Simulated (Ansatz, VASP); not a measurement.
## Two plane-wave programs on KF

```xyz
2
Lattice="-0.1080 2.5010 2.5010 2.5010 -0.1080 2.5010 2.5010 2.5010 -0.1080" Properties=species:S:1:pos:R:3 pbc="T T T"
K     0.0000    0.0000    0.0000
F     2.4470    2.4470    2.4470
```

Alike in both runs: task single point; functional LDA; k mesh 8 × 8 × 8; occupations gaussian, width 0.05 eV; no spin polarisation.

|  | VASP | Ansatz |
| --- | --- | --- |
| version | VASP 6.6.1 | Ansatz 0.2.0 |
| potentials or method | VASP PAW LDA potentials, release 64 (K_sv, F), cutoff 520 eV | scalar-relativistic, plane waves, PAW |
| valence electrons in the cell | 16 | 16 |

|  | VASP | Ansatz | Ansatz less VASP |
| --- | --- | --- | --- |
| gap on the k mesh at the Fermi level (eV) | 6.49 | 6.51 | +0.020 |
| least direct gap on the mesh (eV) | 6.49 | 6.51 | +0.020 |
| pressure (GPa) | 1.7 | 1.4 | -0.30 |
| traceless stress, the component that is largest in VASP (GPa) | 0.44 | 0.46 | +0.017 |

LDA's correlation is that of Perdew and Zunger in VASP and of Perdew and Wang (1992) in Ansatz.
